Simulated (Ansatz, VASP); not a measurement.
**Zn2O in VASP and in Ansatz**

```
Zn O
1.0
     4.51079    0.00000    0.00000
     0.00000    4.51079    0.00000
     0.00000    0.00000    4.51079
Zn O
4 2
Direct
  0.25000 0.25000 0.25000
  0.25000 0.75000 0.75000
  0.75000 0.75000 0.25000
  0.75000 0.25000 0.75000
  0.00000 0.00000 0.00000
  0.50000 0.50000 0.50000
```

Alike in both runs: functional PBEsol; k mesh 6 × 6 × 6; occupations gaussian, width 0.1 eV; no spin polarisation.

Ansatz relaxed the structure, and its values are those at the end. VASP's run is a single point on that final structure, the one shown.

|  | VASP | Ansatz |
| --- | --- | --- |
| version | VASP 6.6.1 | Ansatz 0.2.0 |
| potentials or method | VASP PAW PBE potentials, release 64 (Zn, O), cutoff 520 eV | scalar-relativistic, plane waves, PAW |
| valence electrons in the cell | 60 | 60 |

Ansatz gave:

| Quantity | Value |
| --- | --- |
| gap on the k mesh at the Fermi level (eV) | none |
| pressure (GPa) | 0.1 |

**Question.** Estimate VASP's values.

**Answer.** gap on the k mesh at the Fermi level (eV): none; pressure (GPa): 0.7.

VASP's potentials were made for PBE, not for PBEsol. A gap of «none» marks a metal or a gap that the smearing closes.
